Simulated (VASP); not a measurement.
# Na (I4/mmm) in VASP: further runs

Runs on Na. Level: PBEsol. Tasks: single point.

All numbers are computed with VASP 6.6.1; they aren't measurements. Logs are shortened: lines on timing, memory, paths and dates and some standing lists are left out, and cuts for length are marked.

## Step 1: The cell of the first run

It takes space group I4/mmm (No. 139, tetragonal). Conventional cell: a = 4.601 Å, b = 4.601 Å, c = 3.589 Å, α = 90.00°, β = 90.00°, γ = 90.00°. Na (site symmetry 4/mmm) has 14 Na at 3.59 to 4.60 Å within 4.7 Å.

## Step 2: Single point, PBEsol

The input, INCAR:

```
SYSTEM = Na
PREC = Accurate ; ENCUT = 520
EDIFF = 1E-7 ; ISMEAR = 0
SIGMA = 0.15 ; LREAL = .False.
LASPH = .True. ; NELM = 80
ALGO = Fast ; ISIF = 2
LWAVE = .False. ; LCHARG = .False.
GGA = PS ; NBANDS = 10
```

The input, KPOINTS:

```
regular mesh
0
Gamma
  18 18 18
  0 0 0
```

The input, POSCAR:

```
Na
1.0
   -2.3003392237      2.3003392237      1.7942645945
    2.3003392237     -2.3003392237      1.7942645945
    2.3003392237      2.3003392237     -1.7942645945
Na
1
Direct
    0.0000000000      0.0000000000      0.0000000000
```

Potentials or basis: VASP PAW PBE potentials, release 64 (Na_pv).

Run with:

```console
$ cat potpaw_PBE.64/Na_pv/POTCAR > POTCAR
$ mpirun -np 1 vasp_std > vasp.out
```

OUTCAR:

```text
SYSTEM = Na
   PREC = Accurate
   ENCUT = 520
   EDIFF = 1E-7
   ISMEAR = 0
   LREAL = .False.
   LASPH = .True.
   NELM = 80
   ISIF = 2
   GGA = PS

 ion  position               nearest neighbor table
   1  0.000  0.000  0.000-

  LATTYP: Found a body centered tetragonal cell.
 ALAT       =     4.6006784474
 C/A-ratio  =     0.7800000000

  Lattice vectors:

 A1 = (  -2.3003392237,   2.3003392237,   1.7942645945)
 A2 = (   2.3003392237,  -2.3003392237,   1.7942645945)
 A3 = (   2.3003392237,   2.3003392237,  -1.7942645945)

Analysis of symmetry for initial positions (statically):
=====================================================================
 Subroutine PRICEL returns:
 Original cell was already a primitive cell.

 Routine SETGRP: Setting up the symmetry group for a
 body centered tetragonal supercell.

 Subroutine GETGRP returns: Found 16 space group operations
 (whereof 16 operations were pure point group operations)
 out of a pool of 16 trial point group operations.

The static configuration has the point symmetry D_4h.

Analysis of symmetry for dynamics (positions and initial velocities):
=====================================================================
 Subroutine PRICEL returns:
 Original cell was already a primitive cell.

 Routine SETGRP: Setting up the symmetry group for a
 body centered tetragonal supercell.

 Subroutine GETGRP returns: Found 16 space group operations
 (whereof 16 operations were pure point group operations)
 out of a pool of 16 trial point group operations.

The dynamic configuration has the point symmetry D_4h.

 Subroutine INISYM returns: Found 16 space group operations
 (whereof 16 operations are pure point group operations),
 and found     1 'primitive' translations

----------------------------------------------------------------------------------------

                                     Primitive cell

  volume of cell :      37.9778

  direct lattice vectors                    reciprocal lattice vectors
    -2.300339224  2.300339224  1.794264594     0.000000000  0.217359246  0.278665700
     2.300339224 -2.300339224  1.794264594     0.217359246  0.000000000  0.278665700
     2.300339224  2.300339224 -1.794264594     0.217359246  0.217359246  0.000000000

  length of vectors
     3.715172476  3.715172476  3.715172476     0.353411396  0.353411396  0.307392394

  position of ions in fractional coordinates (direct lattice)
     0.000000000  0.000000000  0.000000000

  ion indices of the primitive-cell ions
   primitive index   ion index
                 1           1

----------------------------------------------------------------------------------------

 KPOINTS: regular mesh

Automatic generation of k-mesh.
 Grid dimensions read from file:
 generate k-points for:   18   18   18

 Generating k-lattice:

  Cartesian coordinates                     Fractional coordinates (reciprocal lattice)
     0.000000000  0.012075514  0.015481428     0.055555556  0.000000000  0.000000000
     0.012075514  0.000000000  0.015481428     0.000000000  0.055555556  0.000000000
     0.012075514  0.012075514  0.000000000     0.000000000  0.000000000  0.055555556

  Length of vectors
     0.019633966  0.019633966  0.017077355

  Shift w.r.t. Gamma in fractional coordinates (k-lattice)
     0.000000000  0.000000000  0.000000000

 Subroutine IBZKPT returns following result:
 ===========================================

 Found    480 irreducible k-points:

 Following reciprocal coordinates:
            Coordinates               Weight
  0.000000  0.000000  0.000000      1.000000
  0.055556  0.000000 -0.000000      8.000000
  0.111111  0.000000 -0.000000      8.000000
  0.166667  0.000000 -0.000000      8.000000
  0.222222 -0.000000  0.000000      8.000000
  0.277778  0.000000  0.000000      8.000000
[... 16 lines left out ...]
 -0.277778  0.055556  0.000000     16.000000
 -0.222222  0.055556 -0.000000     16.000000
 [... further k-points ...]
   k-points           NKPTS =    480   k-points in BZ     NKDIM =    480   number of bands    NBANDS=     10
   number of dos      NEDOS =    301   number of ions     NIONS =      1
   total plane-waves  NPLWV =  21952
   dimension x,y,z NGX =    28 NGY =   28 NGZ =   28
   dimension x,y,z NGXF=    56 NGYF=   56 NGZF=   56
   ions per type =               1
   NGX,Y,Z   is equivalent  to a cutoff of  12.53, 12.53, 12.53 a.u.
   NGXF,Y,Z  is equivalent  to a cutoff of  25.06, 25.06, 25.06 a.u.
 SYSTEM =  Na
   PREC   = accura    normal or accurate (medium, high low for compatibility)
   ISTART =      0    job   : 0-new  1-cont  2-samecut
   ICHARG =      2    charge: 1-file 2-atom 10-const
   ISPIN  =      1    spin polarized calculation?
   LNONCOLLINEAR =      F non collinear calculations
   LSORBIT =      F    spin-orbit coupling
   LASPH  =      T    aspherical Exc in radial PAW
   ENCUT  =  520.0 eV  38.22 Ry    6.18 a.u.   6.91  6.91  6.91*2*pi/ulx,y,z
   NELM   =     80;   NELMIN=  2; NELMDL= -5     # of ELM steps
   EDIFF  = 0.1E-06   stopping-criterion for ELM
   LREAL  =      F    real-space projection
   EDIFFG = 0.1E-05   stopping-criterion for IOM
   NSW    =      0    number of steps for IOM
   IBRION =     -1    ionic relax: 0-MD 1-quasi-New 2-CG
   NFREE  =      0    steps in history (QN), initial steepest desc. (CG)
   ISIF   =      2    stress and relaxation
   ISYM   =      2    0-nonsym 1-usesym 2-fastsym
   POTIM  = 0.5000    time-step for ionic-motion
   TEBEG  =    0.0;   TEEND  =   0.0 temperature during run
   PSTRESS=    0.0 pullay stress
   NELECT =       7.0000    total number of electrons
   NUPDOWN=      -1.0000    fix difference up-down
   EMIN   =  10.00;   EMAX   =-10.00  energy-range for DOS
   EFERMI =   0.00;   METHOD = LEGACY
   ISMEAR =     0;   SIGMA  =   0.15  broadening in eV -4-tet -1-fermi 0-gaus
   EFERMI_NEDOS =   21; number of points for ismear=-14 and -15
   IALGO  =     68    algorithm
   IMIX   =      4    mixing-type and parameters
     AMIX     =   0.40;   BMIX     =  1.00
     AMIX_MAG =   1.60;   BMIX_MAG =  1.00
  volume/ion in A,a.u.               =      37.98       256.29
  Fermi-wavevector in a.u.,A,eV,Ry     =   0.931674  1.760609 11.810087  0.868017
  Thomas-Fermi vector in A             =   2.058192
   LORBIT       =      0    0 simple, 1 ext, 2 COOP (PROOUT), +10 PAW based schemes
   GGA     = PS    functional components
   LHFCALC =     F    Hartree Fock is set to
   AEXX    =    0.0000 exact exchange contribution
   IVDW    =     0    specifies the selected vdW correction
   LEPSILON=     F    determine dielectric tensor
   LRPA    =     F    only Hartree local field effects (RPA)
 non-spin polarized calculation
 RMM-DIIS sequential band-by-band and
 Gauss-broadening in eV      SIGMA  =   0.15
  energy-cutoff  :      520.00
  volume of cell :       37.98
 maximum number of plane-waves:      1054
   NGX = 13   NGY = 13   NGZ = 13

 number of electron       7.0000003 magnetization

 Free energy of the ion-electron system (eV)
  ---------------------------------------------------
  ext. energy  EPLUGINS =         0.00000000
  ---------------------------------------------------
  free energy    TOTEN  =        -1.38227828 eV

  energy without entropy =       -1.37718660  energy(sigma->0) =       -1.37973244

 E-fermi :   0.2436     XC(G=0):  -6.4362

 val. band max:        0.2401579569   @ k =  -0.3333   0.3889   0.2778
 cond. band min:       0.2688454112   @ k =  -0.3889   0.3889   0.2778
 fundamental gap:      0.0286874542
 Fermi energy:         0.2435639063

 k-point     1 :       0.0000    0.0000    0.0000
  band No.  band energies     occupation
      1     -24.5881      2.00000
      2     -24.5856      2.00000
      3     -24.5856      2.00000
      4      -2.9890      2.00000
      5       9.5488      0.00000
      6      10.9352      0.00000
      7      10.9352      0.00000
      8      11.0713      0.00000
      9      13.6993      0.00000
     10      13.6993      0.00000

 k-point     2 :       0.0556    0.0000   -0.0000
  band No.  band energies     occupation
      1     -24.5892      2.00000
      2     -24.5859      2.00000
      3     -24.5859      2.00000
      4      -2.9291      2.00000
      5       9.2899      0.00000
      6      10.3349      0.00000
      7      11.2938      0.00000
      8      11.6822      0.00000
      9      12.8620      0.00000
     10      13.1258      0.00000

 k-point     3 :       0.1111    0.0000   -0.0000
  band No.  band energies     occupation
      1     -24.5926      2.00000
      2     -24.5867      2.00000
      3     -24.5866      2.00000
      4      -2.7497      2.00000
      5       8.8394      0.00000
      6       9.6819      0.00000
      7      11.3909      0.00000
      8      11.9377      0.00000
      9      12.3096      0.00000
     10      12.3305      0.00000

 k-point     4 :       0.1667    0.0000   -0.0000
  band No.  band energies     occupation
      1     -24.5980      2.00000
      2     -24.5880      2.00000
      3     -24.5874      2.00000
      4      -2.4521      2.00000
      5       8.4196      0.00000
      6       8.8969      0.00000
      7      10.1390      0.00000
      8      11.2879      0.00000
      9      12.3734      0.00000
     10      13.0483      0.00000

 k-point     5 :       0.2222   -0.0000    0.0000
  band No.  band energies     occupation
      1     -24.6046      2.00000
      2     -24.5896      2.00000
      3     -24.5884      2.00000
      4      -2.0384      2.00000
      5       7.7494      0.00000
      6       8.0771      0.00000
      7       9.3947      0.00000
      8      10.5146      0.00000
      9      11.8546      0.00000
     10      13.7907      0.00000

 k-point     6 :       0.2778    0.0000    0.0000
  band No.  band energies     occupation
      1     -24.6116      2.00000
      2     -24.5913      2.00000
      3     -24.5894      2.00000
      4      -1.5112      2.00000
      5       6.4323      0.00000
      6       7.8222      0.00000
      7       8.9960      0.00000
      8       9.8424      0.00000
      9      11.2725      0.00000
     10      14.0327      0.00000
[... 183 lines left out ...]
 k-point    21 :      -0.3889    0.0556   -0.0000
  band No.  band energies     occupation
      1     -24.6193      2.00000
      2     -24.5942      2.00000
      3     -24.5907      2.00000
      4      -0.5701      2.00000
      5       4.6766      0.00000
      6       6.9016      0.00000
      7       8.7302      0.00000
      8       9.2614      0.00000
      9      11.2500      0.00000
     10      15.2246      0.00000

 k-point    22 :      -0.3333    0.0556    0.0000
  band No.  band energies     occupation
      1     -24.6131      2.00000
      2     -24.5929      2.00000
      3     -24.5897      2.00000
      4      -1.2472      2.00000
      5       5.9111      0.00000
      6       7.0620      0.00000
      7       8.8922      0.00000
      8       9.7924      0.00000
      9      11.7588      0.00000
     10      14.9352      0.00000

 k-point    23 :      -0.2778    0.0556    0.0000
  band No.  band energies     occupation
      1     -24.6062      2.00000
      2     -24.5914      2.00000
      3     -24.5886      2.00000
      4      -1.8161      2.00000
      5       6.9515      0.00000
      6       7.5621      0.00000
      7       9.1948      0.00000
      8      10.4323      0.00000
      9      12.3382      0.00000
     10      14.4337      0.00000

 k-point    24 :      -0.2222    0.0556   -0.0000
  band No.  band energies     occupation
      1     -24.5995      2.00000
      2     -24.5898      2.00000
      3     -24.5875      2.00000
      4      -2.2728      2.00000
      5       7.4333      0.00000
      6       8.6270      0.00000
      7       9.7730      0.00000
      8      11.1630      0.00000
      9      12.8530      0.00000
     10      13.6483      0.00000

 [... further k-points ...]
[... 5 lines left out ...]
  --------------------------------------------------------------------------------------
  -------------------------------------------------------------------------------------
  Total       -0.1579602     -0.1579602      0.1610796      0.0000000      0.0000000      0.0000000
  in kB       -6.6638927     -6.6638927      6.7954919      0.0000000      0.0000000      0.0000000
  external PRESSURE =      -2.1774312 kB  Pullay stress =       0.0000000 kB

 VOLUME and BASIS-vectors are now :
 -----------------------------------------------------------------------------
  energy-cutoff  :      520.00
  volume of cell :       37.98
      direct lattice vectors                 reciprocal lattice vectors
    -2.300339224  2.300339224  1.794264594     0.000000000  0.217359246  0.278665700
     2.300339224 -2.300339224  1.794264594     0.217359246  0.000000000  0.278665700
     2.300339224  2.300339224 -1.794264594     0.217359246  0.217359246  0.000000000

 POSITION                                       TOTAL-FORCE (eV/Angst)
 -----------------------------------------------------------------------------------
      0.00000      0.00000      0.00000         0.000000     -0.000000      0.000000
 -----------------------------------------------------------------------------------
    total drift:                               -0.000000     -0.000000     -0.000000

  FREE ENERGIE OF THE ION-ELECTRON SYSTEM (eV)
  ---------------------------------------------------
  free  energy   TOTEN  =        -1.3822782753 eV

  energy  without entropy=       -1.3771865983  energy(sigma->0) =       -1.37973244
```

Wall time 66 s (1 thread of Intel Xeon 6975P-C (Granite Rapids), shared host); peak memory 0.26 GiB.

What came out:

| Quantity | Value |
| --- | --- |
| Free energy | -1.3823 eV |
| Pressure | -0.2 GPa |

Levels at points of the mesh, in eV from the Fermi level:
```csv
k point,band 1,band 2,band 3,band 4,band 5,band 6,band 7,band 8
"(0.00, 0.00, 0.00)",-24.83,-24.83,-24.83,-3.23,9.31,10.69,10.69,10.83
"(0.50, 0.00, 0.00)",-24.87,-24.84,-24.84,1.17,1.73,7.30,8.22,8.31
"(0.50, 0.50, 0.00)",-24.86,-24.84,-24.83,0.21,0.47,10.77,11.15,11.66
"(0.50, 0.50, 0.50)",-24.85,-24.85,-24.84,3.51,3.51,3.55,4.39,8.14
```

Caveat: the PAW data sets were made with another functional, which shifts forces and pressure a little.

## Step 3: Single point, PBEsol

The input, INCAR:

```
PREC     = Accurate       # precision mode
ENCUT    = 520            # plane-wave cutoff, eV
EDIFF    = 1E-7           # SCF threshold, eV
ISMEAR   = 0              # smearing method
SIGMA    = 0.15           # smearing width, eV
LREAL    = F              # projectors in reciprocal space
LASPH    = T              # aspherical terms in the spheres
NELM     = 80             # most SCF steps
ALGO     = Fast           # electronic algorithm
ISIF     = 2              # what is computed and relaxed
LWAVE    = F              # write WAVECAR
LCHARG   = F              # write CHGCAR
GGA      = PS             # functional
NBANDS   = 10             # bands
```

The input, KPOINTS:

```
Automatic mesh
0
Gamma
  18 18 18
```

The input, POSCAR:

```
Na
1.0
   -1.9401812426      1.9401812426      2.5222356154
    1.9401812426     -1.9401812426      2.5222356154
    1.9401812426      1.9401812426     -2.5222356154
Na
1
Direct
    0.0000000000      0.0000000000      0.0000000000
```

Potentials or basis: VASP PAW PBE potentials, release 64 (Na_pv).

Run with:

```console
$ cat potpaw_PBE.64/Na_pv/POTCAR > POTCAR
$ mpirun -np 1 vasp_std > vasp.out
```

It took 64 s on 1 thread of Intel Xeon 6975P-C (Granite Rapids), shared host; peak memory 0.26 GiB.

Results (log left out):

```yaml
Free_energy: -1.4005 eV
Pressure: -0.3 GPa
```

Levels at points of the mesh, in eV from the Fermi level:
```tsv
k point	band 1	band 2	band 3	band 4	band 5	band 6	band 7	band 8
(0.00, 0.00, 0.00)	-24.81	-24.81	-24.81	-3.23	10.90	10.90	11.18	12.08
(0.50, 0.00, 0.00)	-24.84	-24.81	-24.81	0.55	0.95	9.45	10.41	10.41
(0.50, 0.50, 0.00)	-24.84	-24.82	-24.82	1.46	2.01	6.48	7.33	7.39
(0.50, 0.50, 0.50)	-24.84	-24.82	-24.82	2.33	2.84	5.72	6.43	6.43
```

Caveat: the PAW data sets were made with another functional, which shifts forces and pressure a little.

## Step 4: Single point, PBEsol

The input, INCAR:

```
ALGO = Fast ; EDIFF = 1E-7
ENCUT = 520 ; GGA = PS
ISIF = 2 ; ISMEAR = 0
LASPH = True ; LCHARG = False
LREAL = False ; LWAVE = False
NBANDS = 10 ; NELM = 60
PREC = Accurate ; SIGMA = 0.15
```

The input, KPOINTS:

```
k-points
0
Gamma
  18 18 18
```

The input, POSCAR:

```
Na
1.0
   -2.1771790328      2.1771790328      2.0030047102
    2.1771790328     -2.1771790328      2.0030047102
    2.1771790328      2.1771790328     -2.0030047102
Na
1
Direct
    0.0000000000      0.0000000000      0.0000000000
```

Run with:

```console
$ cat potpaw_PBE.64/Na_pv/POTCAR > POTCAR
$ mpirun -np 1 vasp_std > vasp.out
```

It took 65 s on 1 thread of Intel Xeon 6975P-C (Granite Rapids), shared host; peak memory 0.26 GiB.

Results (log left out):

| Property | Result |
| --- | --- |
| Free energy | -1.3996 eV |
| Pressure | -0.3 GPa |

Stress tensor (GPa, compression positive):
```
-0.37  0.00  0.00
 0.00 -0.37  0.00
 0.00  0.00 -0.17
```

Levels at points of the mesh, in eV from the Fermi level:
```
           k point  band 1  band 2  band 3  band 4  band 5  band 6  band 7  band 8  band 9
(0.00, 0.00, 0.00)  -24.80  -24.80  -24.80   -3.22   10.77   11.97   12.06   12.06   12.35
(0.50, 0.00, 0.00)  -24.84  -24.82  -24.81    0.86    1.35    7.78    8.67    8.79   10.04
(0.50, 0.50, 0.00)  -24.84  -24.81  -24.80    0.55    0.95    8.87    9.76    9.89   10.58
(0.50, 0.50, 0.50)  -24.83  -24.83  -24.82    4.14    4.35    4.35    4.69    5.81    7.74
```

Caveat: the PAW data sets were made with another functional, which shifts forces and pressure a little.

(Part 1 of 2 ends here.)
